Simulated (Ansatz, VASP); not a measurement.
BP in VASP and in Ansatz

```
CELL_PARAMETERS angstrom
1.58724 -4.81279 0.00000
1.58724 4.81279 0.00000
0.00000 0.00000 3.56461
ATOMIC_POSITIONS crystal
B 0.75379 0.75379 0.50000
B 0.24621 0.24621 0.50000
P 0.82928 0.17072 0.00000
P 0.17072 0.82928 0.00000
```

Alike in both runs: task relaxation of cell and atoms; functional PBE; k mesh 6 × 6 × 6; occupations gaussian, width 0.1 eV; no spin polarisation.

```csv
,VASP,Ansatz
version,VASP 6.6.1,Ansatz 0.2.0
potentials or method,"VASP PAW PBE potentials, release 64 (B, P), cutoff 600 eV","scalar-relativistic, plane waves, PAW"
valence electrons in the cell,16,16
```

|  | VASP | Ansatz | Ansatz less VASP |
| --- | --- | --- | --- |
| gap on the k mesh at the Fermi level, each at its own relaxed structure (eV) | none | none | - |
| relaxed volume (Å³/atom) | 13.59 | 13.57 | -0.016 |
| relaxed cell length with the largest relative difference (Å) | 3.538 | 3.521 | -0.0167 |

A gap of «none» marks a metal or a gap that the smearing closes.
